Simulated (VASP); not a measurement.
# Ta2NbO4 in VASP: further runs, part 2 of 2

VASP 6.6.1. Earlier steps stand in the parts before.

### Step 4. Single point, PBE

INCAR reads:

```
SYSTEM = Ta2NbO4
PREC = Accurate ; ENCUT = 520
EDIFF = 1E-6 ; ISMEAR = 0
SIGMA = 0.1 ; LREAL = .FALSE.
LASPH = .TRUE. ; NELM = 80
ALGO = Normal ; ISIF = 2
LWAVE = .FALSE. ; LCHARG = .FALSE.
GGA = PE ; NBANDS = 38
```

KPOINTS reads:

```
Automatic mesh
0
G
  6 8 8
  0 0 0
```

POSCAR reads:

```
Ta2NbO4
1.0
    5.1330487901      0.0000000000      0.0000000000
    0.0000000000      3.7207309695      2.9392624449
    0.0000000000     -3.7207309695      2.9392624449
Ta Nb O
2 1 4
Direct
    0.5000000000      0.4971967890      0.1364605184
    0.5000000000      0.1364605184      0.4971967890
    0.0000000000      0.5213164658      0.5213164658
    0.7469092121      0.3858652710      0.7875132024
    0.2530907879      0.7875132024      0.3858652710
    0.7469092121      0.7875132024      0.3858652710
    0.2530907879      0.3858652710      0.7875132024
```

Potentials or basis: VASP PAW PBE potentials, release 64 (Ta_pv, Nb_sv, O).

Launch:

```
> cat potpaw_PBE.64/Ta_pv/POTCAR potpaw_PBE.64/Nb_sv/POTCAR potpaw_PBE.64/O/POTCAR > POTCAR
> mpirun -np 1 vasp_std > vasp.out
```

OUTCAR:

```text
SYSTEM = Ta2NbO4
   PREC = Accurate
   ENCUT = 520
   EDIFF = 1E-6
   ISMEAR = 0
   LREAL = .FALSE.
   LASPH = .TRUE.
   NELM = 80
   ISIF = 2
   GGA = PE

 ion  position               nearest neighbor table
   1  0.500  0.497  0.136-   5 2.04   6 2.04   4 2.05   7 2.05   2 2.68   2 3.12   2 3.12   3 3.14
                             3 3.14
   2  0.500  0.136  0.497-   4 2.04   7 2.04   6 2.05   5 2.05   1 2.68   1 3.12   1 3.12   3 3.14
                             3 3.14
   3  0.000  0.521  0.521-   4 2.02   5 2.02   6 2.02   7 2.02   1 3.14   2 3.14   1 3.14   2 3.14

   4  0.747  0.386  0.788-   3 2.02   2 2.04   1 2.05
   5  0.253  0.788  0.386-   3 2.02   1 2.04   2 2.05
   6  0.747  0.788  0.386-   3 2.02   1 2.04   2 2.05
   7  0.253  0.386  0.788-   3 2.02   2 2.04   1 2.05

  LATTYP: Found a base centered orthorhombic cell.
 ALAT       =     5.8785248898
 B/A-ratio  =     1.2658723198
 C/A-ratio  =     0.8731865368

  Lattice vectors:

 A1 = (   0.0000000000,   3.7207309695,   2.9392624449)
 A2 = (   0.0000000000,  -3.7207309695,   2.9392624449)
 A3 = (   5.1330487901,   0.0000000000,   0.0000000000)

Analysis of symmetry for initial positions (statically):
=====================================================================
 Subroutine PRICEL returns:
 Original cell was already a primitive cell.

 Routine SETGRP: Setting up the symmetry group for a
 base centered orthorhombic supercell.

 Subroutine GETGRP returns: Found  4 space group operations
 (whereof  4 operations were pure point group operations)
 out of a pool of  8 trial point group operations.

The static configuration has the point symmetry C_2v.

Analysis of symmetry for dynamics (positions and initial velocities):
=====================================================================
 Subroutine PRICEL returns:
 Original cell was already a primitive cell.

 Routine SETGRP: Setting up the symmetry group for a
 base centered orthorhombic supercell.

 Subroutine GETGRP returns: Found  4 space group operations
 (whereof  4 operations were pure point group operations)
 out of a pool of  8 trial point group operations.

The dynamic configuration has the point symmetry C_2v.

 Subroutine INISYM returns: Found  4 space group operations
 (whereof  4 operations are pure point group operations),
 and found     1 'primitive' translations

----------------------------------------------------------------------------------------

                                     Primitive cell

  volume of cell :     112.2721

  direct lattice vectors                    reciprocal lattice vectors
     5.133048790  0.000000000  0.000000000     0.194815994  0.000000000  0.000000000
     0.000000000  3.720730969  2.939262445     0.000000000  0.134382196  0.170110703
     0.000000000 -3.720730969  2.939262445     0.000000000 -0.134382196  0.170110703

  length of vectors
     5.133048790  4.741635020  4.741635020     0.194815994  0.216786129  0.216786129

  position of ions in fractional coordinates (direct lattice)
     0.500000000  0.497196789  0.136460518
     0.500000000  0.136460518  0.497196789
     0.000000000  0.521316466  0.521316466
     0.746909212  0.385865271  0.787513202
     0.253090788  0.787513202  0.385865271
     0.746909212  0.787513202  0.385865271
[... 35 lines left out ...]

 Found     84 irreducible k-points:

 Following reciprocal coordinates:
            Coordinates               Weight
  0.000000  0.000000  0.000000      1.000000
  0.166667  0.000000  0.000000      2.000000
  0.333333  0.000000  0.000000      2.000000
  0.500000  0.000000  0.000000      1.000000
  0.000000  0.125000  0.000000      4.000000
  0.166667  0.125000  0.000000      8.000000
[... 16 lines left out ...]
  0.333333  0.125000  0.125000      4.000000
  0.500000  0.125000  0.125000      2.000000
 [... further k-points ...]
   k-points           NKPTS =     84   k-points in BZ     NKDIM =     84   number of bands    NBANDS=     38
   number of dos      NEDOS =    301   number of ions     NIONS =      7
   total plane-waves  NPLWV =  51840
   dimension x,y,z NGX =    40 NGY =   36 NGZ =   36
   dimension x,y,z NGXF=    80 NGYF=   72 NGZF=   72
   ions per type =               2   1   4
   NGX,Y,Z   is equivalent  to a cutoff of  12.95, 12.62, 12.62 a.u.
   NGXF,Y,Z  is equivalent  to a cutoff of  25.91, 25.24, 25.24 a.u.
 SYSTEM =  Ta2NbO4
   PREC   = accura    normal or accurate (medium, high low for compatibility)
   ISTART =      0    job   : 0-new  1-cont  2-samecut
   ICHARG =      2    charge: 1-file 2-atom 10-const
   ISPIN  =      1    spin polarized calculation?
   LNONCOLLINEAR =      F non collinear calculations
   LSORBIT =      F    spin-orbit coupling
   LASPH  =      T    aspherical Exc in radial PAW
   ENCUT  =  520.0 eV  38.22 Ry    6.18 a.u.   9.54  8.82  8.82*2*pi/ulx,y,z
   NELM   =     80;   NELMIN=  2; NELMDL= -5     # of ELM steps
   EDIFF  = 0.1E-05   stopping-criterion for ELM
   LREAL  =      F    real-space projection
   EDIFFG = 0.1E-04   stopping-criterion for IOM
   NSW    =      0    number of steps for IOM
   IBRION =     -1    ionic relax: 0-MD 1-quasi-New 2-CG
   NFREE  =      0    steps in history (QN), initial steepest desc. (CG)
   ISIF   =      2    stress and relaxation
   ISYM   =      2    0-nonsym 1-usesym 2-fastsym
   POTIM  = 0.5000    time-step for ionic-motion
   TEBEG  =    0.0;   TEEND  =   0.0 temperature during run
   PSTRESS=    0.0 pullay stress
   NELECT =      59.0000    total number of electrons
   NUPDOWN=      -1.0000    fix difference up-down
   EMIN   =  10.00;   EMAX   =-10.00  energy-range for DOS
   EFERMI =   0.00;   METHOD = LEGACY
   ISMEAR =     0;   SIGMA  =   0.10  broadening in eV -4-tet -1-fermi 0-gaus
   EFERMI_NEDOS =   21; number of points for ismear=-14 and -15
   IALGO  =     38    algorithm
   IMIX   =      4    mixing-type and parameters
     AMIX     =   0.40;   BMIX     =  1.00
     AMIX_MAG =   1.60;   BMIX_MAG =  1.00
  volume/ion in A,a.u.               =      16.04       108.24
  Fermi-wavevector in a.u.,A,eV,Ry     =   1.321097  2.496512 23.746224  1.745298
  Thomas-Fermi vector in A             =   2.450876
   LORBIT       =      0    0 simple, 1 ext, 2 COOP (PROOUT), +10 PAW based schemes
   GGA     = PE    functional components
   LHFCALC =     F    Hartree Fock is set to
   AEXX    =    0.0000 exact exchange contribution
   IVDW    =     0    specifies the selected vdW correction
   LEPSILON=     F    determine dielectric tensor
   LRPA    =     F    only Hartree local field effects (RPA)
 non-spin polarized calculation
 Gauss-broadening in eV      SIGMA  =   0.10
  energy-cutoff  :      520.00
  volume of cell :      112.27
 maximum number of plane-waves:      3045
 NGX is ok and might be reduce to    40
   NGX = 19   NGY = 17   NGZ = 17

 number of electron      59.0000004 magnetization

 Free energy of the ion-electron system (eV)
  ---------------------------------------------------
  ext. energy  EPLUGINS =         0.00000000
  ---------------------------------------------------
  free energy    TOTEN  =       -67.30351621 eV

  energy without entropy =      -67.29084783  energy(sigma->0) =      -67.29718202

 E-fermi :   4.6725     XC(G=0): -10.1354

 val. band max:        4.6672669778   @ k =   0.3333   0.5000   0.1250
 cond. band min:       4.6733489334   @ k =   0.3333  -0.3750   0.1250
 fundamental gap:      0.0060819557
 Fermi energy:         4.6724535833

 k-point     1 :       0.0000    0.0000    0.0000
  band No.  band energies     occupation
      1     -51.5770      2.00000
      2     -31.3209      2.00000
      3     -31.0461      2.00000
      4     -30.9963      2.00000
      5     -30.7913      2.00000
      6     -30.7845      2.00000
[... 973 lines left out ...]
     37       8.6729      0.00000
     38       8.7999      0.00000

 [... further k-points ...]
[... 5 lines left out ...]
  --------------------------------------------------------------------------------------
  -------------------------------------------------------------------------------------
  Total        0.1877963     -0.1603547      0.3885930      0.0000000      0.0000000      0.0000000
  in kB        2.6799426     -2.2883378      5.5454087      0.0000000      0.0000000      0.0000000
  external PRESSURE =       1.9790045 kB  Pullay stress =       0.0000000 kB

 VOLUME and BASIS-vectors are now :
 -----------------------------------------------------------------------------
  energy-cutoff  :      520.00
  volume of cell :      112.27
      direct lattice vectors                 reciprocal lattice vectors
     5.133048790  0.000000000  0.000000000     0.194815994  0.000000000  0.000000000
     0.000000000  3.720730969  2.939262445     0.000000000  0.134382196  0.170110703
     0.000000000 -3.720730969  2.939262445     0.000000000 -0.134382196  0.170110703

 POSITION                                       TOTAL-FORCE (eV/Angst)
 -----------------------------------------------------------------------------------
      2.56652      1.34220      1.86249         0.000000     -0.054934     -0.026905
      2.56652     -1.34220      1.86249         0.000000      0.054934     -0.026905
      0.00000      0.00000      3.06457         0.000000      0.000000      0.014955
      3.83392     -1.49442      3.44887         0.068469      0.037597      0.009713
      1.29913      1.49442      3.44887        -0.068469     -0.037597      0.009713
      3.83392      1.49442      3.44887         0.068469     -0.037597      0.009713
      1.29913     -1.49442      3.44887        -0.068469      0.037597      0.009713
 -----------------------------------------------------------------------------------
    total drift:                               -0.000000     -0.000000      0.001930

  FREE ENERGIE OF THE ION-ELECTRON SYSTEM (eV)
  ---------------------------------------------------
  free  energy   TOTEN  =       -67.3035162094 eV

  energy  without entropy=      -67.2908478298  energy(sigma->0) =      -67.29718202
```

Run time: 9.1 min. Hardware: 1 thread of Intel Xeon 8259CL, shared host; peak memory 0.44 GiB.

Results:

* Free energy: -67.3035 eV
* Pressure: 0.2 GPa
* Largest force: 0.079 eV/Å
* Band gap on the k mesh: zero (an odd number of electrons rules out a gap without spin polarisation)

Forces in eV/Å, atoms in the order of the input:
```
Ta   0.000 -0.055 -0.027
Ta   0.000  0.055 -0.027
Nb   0.000  0.000  0.015
O    0.068  0.038  0.010
O   -0.068 -0.038  0.010
O    0.068 -0.038  0.010
O   -0.068  0.038  0.010
```

Caveat: spin-orbit coupling is left out, which moves the levels of the heavy elements; an odd number of electrons without spin polarisation forces a metal; a magnetic or distorted state may lie lower.

### Step 5. Overview

```tsv
cell	k mesh	smearing	gap on the mesh (eV)	pressure (GPa)	largest force (eV/Å)
a = 4.742, b = 4.746, c = 5.137 Å, angles 89.9, 89.9, 103.5°, 7 atoms	6 × 6 × 4	gaussian 0.2 eV	none	0.1	0.08
a = 5.133, b = 4.740, c = 4.740 Å, angles 103.3, 90.0, 90.0°, 7 atoms	6 × 8 × 8	gaussian 0.1 eV	none	0.2	0.08
a = 5.133, b = 4.742, c = 4.742 Å, angles 103.4, 90.0, 90.0°, 7 atoms	6 × 8 × 8	gaussian 0.1 eV	none	0.2	0.08
```

Alike in all rows: task single point; level PBE; potentials or basis VASP PAW PBE potentials, release 64 (Ta_pv, Nb_sv, O); no spin polarisation; cutoff (eV) 520.

Caveats: spin-orbit coupling is left out, which moves the levels of the heavy elements; an odd number of electrons without spin polarisation forces a metal; a magnetic or distorted state may lie lower.

Absolute energies hang on the potentials; compare differences alone.
